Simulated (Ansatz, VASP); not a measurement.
Au in VASP and in Ansatz

File POSCAR:

```
Au
1.0
    0.0000000000      1.6894330440      1.6894330440
    1.6894330440      0.0000000000      1.6894330440
    1.6894330440      1.6894330440      0.0000000000
Au
1
Direct
    0.0000000000      0.0000000000      0.0000000000
```

The input INCAR.step1:

```
SYSTEM = Au
PREC = Accurate
ENCUT = 520
ISMEAR = -1
SIGMA = 0.05
LREAL = .FALSE.
LASPH = .TRUE.
NELM = 60
NBANDS = 12
GGA = PE
ALGO = Normal
EDIFF = 1E-4
LWAVE = .TRUE.
LCHARG = .FALSE.
```

INCAR.step2

```
SYSTEM = Au
PREC = Accurate
ENCUT = 520
EDIFF = 1E-6
ISMEAR = -1
SIGMA = 0.05
LREAL = .FALSE.
LASPH = .TRUE.
NELM = 60
ALGO = Normal
ISIF = 2
LWAVE = .FALSE.
LCHARG = .FALSE.
METAGGA = R2SCAN
LMIXTAU = .TRUE.
NBANDS = 12
ISTART = 1
```

Contents of KPOINTS:

```
regular mesh
0
G
  16 16 16
  0 0 0
```

Input for Ansatz:

```yaml
crystal:
  lattice:
    - [0.0, 1.689433044, 1.689433044]
    - [1.689433044, 0.0, 1.689433044]
    - [1.689433044, 1.689433044, 0.0]
  atoms:
    - { symbol: Au, position: [0.0, 0.0, 0.0] }
kpoints:
  mp_grid: { grid: [16, 16, 16] }
scf:
  occupations: { method: fermi_dirac, width: 0.05 }
hamiltonian:
  xc: r2scan
  pseudopotentials: { kind: paw }
output:
  forces: true
  stress: true
  eigenvalues: true
  populations: true
```

Change from the starting cell: volume scaled by 0.55, PAW files.

Alike in both runs: task single point; functional r2SCAN; k mesh 16 × 16 × 16; occupations fermi-dirac, width 0.05 eV; no spin polarisation.

|  | VASP | Ansatz |
| --- | --- | --- |
| version | VASP 6.6.1 | Ansatz 0.2.0 |
| potentials or method | VASP PAW PBE potentials, release 64 (Au) | PAW with Ansatz's default frozen-core files, scalar-relativistic |
| plane-wave cutoff (eV) | 520 | 500 |
| valence electrons in the cell | 11 | 19 |

```csv
,VASP,Ansatz,Ansatz less VASP
pressure (GPa),499.2,486.6,-12.56
```

VASP's potentials were made for PBE, not for r2SCAN. Both programs put the cell under a high pressure, so it lies far from rest at this level. With one functional, cell and mesh, what is left measures potentials, basis and numerics. VASP's potentials hold 11 valence electrons a cell and Ansatz's 19, so a difference there can come from the potentials and not from the codes.

Neither program's run includes spin-orbit coupling. Noted on VASP's run: the cell as given lies far from equilibrium.
